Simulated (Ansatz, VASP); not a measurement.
## As: VASP beside Ansatz

```
CELL_PARAMETERS angstrom
-1.64592 1.64592 1.64592
1.64592 -1.64592 1.64592
1.64592 1.64592 -1.64592
ATOMIC_POSITIONS crystal
As 0.00000 0.00000 0.00000
```

Alike in both runs: functional LDA; k mesh 13 × 13 × 13; occupations fermi-dirac, width 0.1 eV; no spin polarisation.

Ansatz relaxed the structure, and its values are those at the end. VASP's run is a single point on that final structure, the one shown.

```csv
,VASP,Ansatz
version,VASP 6.6.1,Ansatz 0.2.0
potentials or method,"VASP PAW LDA potentials, release 64 (As), cutoff 520 eV","plane waves (420 eV) with PAW, scalar-relativistic"
valence electrons in the cell,5,15
```

|  | VASP | Ansatz | Ansatz less VASP |
| --- | --- | --- | --- |
| pressure (GPa) | 0.3 | 0.0 | -0.27 |

Ansatz warns that its potentials were made for another functional, while VASP's fit it. LDA's correlation is that of Perdew and Zunger in VASP and of Perdew and Wang (1992) in Ansatz. VASP's potentials hold 5 valence electrons a cell and Ansatz's 15, so a difference there can come from the potentials and not from the codes.
